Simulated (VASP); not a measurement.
# Sb: single point with PBE

The system is Sb.

```
Sb
1.0
     0.00000    2.35021    2.35021
     2.35021    0.00000    2.35021
     2.35021    2.35021    0.00000
Sb
1
Direct
  0.00000 0.00000 0.00000
```

This cell differs from its parent crystal: volume scaled by 1.06.

```
Program                : VASP 6.6.1
Task                   : single point
Functional             : PBE
Potentials or basis    : VASP PAW PBE potentials, release 64 (Sb)
Cutoff                 : 520 eV
k mesh                 : 12 × 12 × 12
Occupations            : fermi-dirac, width 0.05 eV
Spin                   : no spin polarisation
Dipole correction      : no
Further INCAR settings : ALGO = Normal; EDIFF = 1e-07; NBANDS = 8
```

- Pressure: 3.8 GPa

Levels at points of the mesh, in eV from the Fermi level:
```tsv
k point	band 1	band 2	band 3	band 4	band 5	band 6	band 7
(0.00, 0.00, 0.00)	-13.25	5.56	5.56	5.56	10.04	10.04	10.04
(0.50, 0.00, 0.00)	-9.29	-6.09	3.77	3.77	8.38	9.15	9.15
(0.50, 0.50, 0.00)	-7.56	-5.16	0.35	0.35	4.14	4.55	17.73
```

Wall time 17 s on 1 thread of Intel Xeon 6455B (shared host), peak memory 0.16 GiB.

Caveat: spin-orbit coupling is left out, which moves the levels of the heavy elements.
